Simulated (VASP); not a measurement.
Set up this calculation in VASP 6.6.1, as the native input.

| Item | Value |
| --- | --- |
| Task | single point |
| Functional | PBEsol |
| Potentials or basis | VASP PAW PBE potentials, release 64 (Pb_d, Se) |
| Cutoff | 500 eV |
| k mesh | 5 × 5 × 5 |
| Occupations | gaussian, width 0.01 eV |
| Spin | no spin polarisation |
| Dipole correction | no |
| Further INCAR settings | ALGO = Normal; EDIFF = 1e-06; NBANDS = 17 |

The structure of PbSe (Clausthalite) lies in POSCAR:

```
PbSe
1.0
    0.0000000000      3.0475196596      3.0475196596
    3.0475196596      0.0000000000      3.0475196596
    3.0475196596      3.0475196596      0.0000000000
Pb Se
1 1
Direct
    0.0000000000      0.0000000000      0.0000000000
    0.5000000000      0.5000000000      0.5000000000
```

One way to write it, as run:

INCAR

```
PREC     = Accurate       # precision mode
ENCUT    = 500            # plane-wave cutoff, eV
EDIFF    = 1E-6           # SCF threshold, eV
ISMEAR   = 0              # smearing method
SIGMA    = 0.01           # smearing width, eV
LREAL    = False          # projectors in reciprocal space
LASPH    = True           # aspherical terms in the spheres
NELM     = 120            # most SCF steps
ALGO     = Normal         # electronic algorithm
ISIF     = 2              # what is computed and relaxed
LWAVE    = False          # write WAVECAR
LCHARG   = False          # write CHGCAR
GGA      = PS             # functional
NBANDS   = 17             # bands
GGA_COMPAT= False
```

KPOINTS

```
regular mesh
0
Gamma
  5 5 5
```

Potentials or basis: VASP PAW PBE potentials, release 64 (Pb_d, Se).

The run is started by

```sh
$ cat potpaw_PBE.64/Pb_d/POTCAR potpaw_PBE.64/Se/POTCAR > POTCAR
$ mpirun -np 1 vasp_std > vasp.out
```

Results of the run:

```json
{
 "Pressure": "0.0 GPa"
}
```

Caveat: the PAW data sets were made with another functional, which shifts forces and pressure a little.

It took 7.6 s on 1 thread of Intel(R) Xeon(R) Platinum 8375C CPU @ 2.90GHz (Ice Lake) (shared host), peak memory 0.17 GiB.
